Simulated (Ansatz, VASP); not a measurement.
# Two plane-wave programs on ZrSc3F2

```
Zr Sc F
1.0
     4.09036    0.00000    0.00000
     0.00000    4.39548    0.00000
     0.00000    0.00000    5.26691
Zr Sc F
1 3 2
Cartesian
  2.0452 0.0000 0.0000
  0.0000 0.0000 1.1787
  0.0000 0.0000 4.0882
  0.0000 2.1977 0.0000
  2.0452 3.8114 2.6335
  2.0452 0.5841 2.6335
```

Alike in both runs: task relaxation of cell and atoms; functional PBE; k mesh 4 × 4 × 4; occupations gaussian, width 0.1 eV; no spin polarisation.

|  | VASP | Ansatz |
| --- | --- | --- |
| version | VASP 6.6.1 | Ansatz 0.2.0 |
| potentials or method | VASP PAW PBE potentials, release 64 (Zr_sv, Sc_sv, F), cutoff 600 eV | scalar-relativistic, plane waves, PAW |
| valence electrons in the cell | 59 | 59 |

Ansatz gave:

| Quantity | Value |
| --- | --- |
| gap on the k mesh at the Fermi level, each at its own relaxed structure (eV) | none |
| relaxed volume (Å³/atom) | 21.50 |
| relaxed cell length with the largest relative difference (Å) | 8.206 |

Problem. What did VASP give for the same quantities?

Solution. gap on the k mesh at the Fermi level, each at its own relaxed structure (eV): none; relaxed volume (Å³/atom): 19.96; relaxed cell length with the largest relative difference (Å): 7.616.

A gap of «none» marks a metal or a gap that the smearing closes. One of these differences is far larger than is usual between the two programs; its cause wasn't traced.

The k mesh is coarse, so the values compare programs but aren't converged. Noted on VASP's run: the standard files for N, O and F lose accuracy on very short bonds; the volume moved by over 15 % at a fixed basis, so the end points are rough.
